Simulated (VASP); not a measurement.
Write the native input for VASP 6.6.1 that does the following.

```yaml
Task: single point
Functional: PBE
Dispersion: D3(BJ)
Potentials_or_basis: VASP PAW PBE potentials, release 64 (Mg, S)
Cutoff: 600 eV
k_mesh: 8 × 8 × 8
Occupations: gaussian, width 0.05 eV
Spin: no spin polarisation
Dipole_correction: no
Further_INCAR_settings: ALGO = Normal; EDIFF = 1e-06; NBANDS = 11
```

The structure of MgS lies in POSCAR:

```
MgS
1.0
    0.0000000000      2.5947192412      2.5947192412
    2.5947192412      0.0000000000      2.5947192412
    2.5947192412      2.5947192412      0.0000000000
Mg S
1 1
Direct
    0.0000000000      0.0000000000      0.0000000000
    0.5000000000      0.5000000000      0.5000000000
```

The input as run:

INCAR

```
  PREC = Accurate
  ENCUT = 600
  EDIFF = 1E-6
  ISMEAR = 0
  SIGMA = 0.05
  LREAL = F
  LASPH = T
  NELM = 120
  ALGO = Normal
  ISIF = 2
  LWAVE = F
  LCHARG = F
  GGA = PE
  IVDW = 12
  NBANDS = 11
  GGA_COMPAT = F
```

KPOINTS

```
regular mesh
0
Gamma
  8 8 8
```

Potentials or basis: VASP PAW PBE potentials, release 64 (Mg, S).

Run with:

```console
$ cat potpaw_PBE.64/Mg/POTCAR potpaw_PBE.64/S/POTCAR > POTCAR
$ mpirun -np 1 vasp_std > vasp.out
```

It gave:

```json
{
 "Pressure": "-1.8 GPa",
 "Band gap on the k mesh": "2.79 eV (least direct gap 3.77 eV)",
 "Dispersion energy per atom": "-0.358 eV"
}
```

It took 16 s on 1 thread of AMD EPYC 7R43 64-Core Processor (Zen 3), on a shared host, peak memory 0.14 GiB.
